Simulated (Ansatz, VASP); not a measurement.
Li2S: VASP beside Ansatz

```
Li S
1.0
     0.00000    2.68482    2.68482
     2.68482    0.00000    2.68482
     2.68482    2.68482    0.00000
Li S
2 1
Direct
  0.25000 0.25000 0.25000
  0.75000 0.75000 0.75000
  0.00000 0.00000 0.00000
```

Change from the starting cell: hydrostatic strain -5.6%.

Alike in both runs: task single point; functional r2SCAN; k mesh 8 × 8 × 8; no spin polarisation.

```csv
,VASP,Ansatz
version,VASP 6.6.1,Ansatz 0.2.0
potentials or method,"VASP PAW PBE potentials, release 64 (Li_sv, S)","plane waves, PAW"
plane-wave cutoff (eV),830,500
occupations,"gaussian, width 0.01 eV",fixed
valence electrons in the cell,12,12
```

Ansatz gave:

```
gap on the k mesh at the Fermi level (eV) : 3.71
pressure (GPa)                            : 10.3
```

Problem. Which values does VASP return?

Solution. gap on the k mesh at the Fermi level (eV): 3.70; pressure (GPa): 9.7.

VASP's potentials were made for PBE, not for r2SCAN.
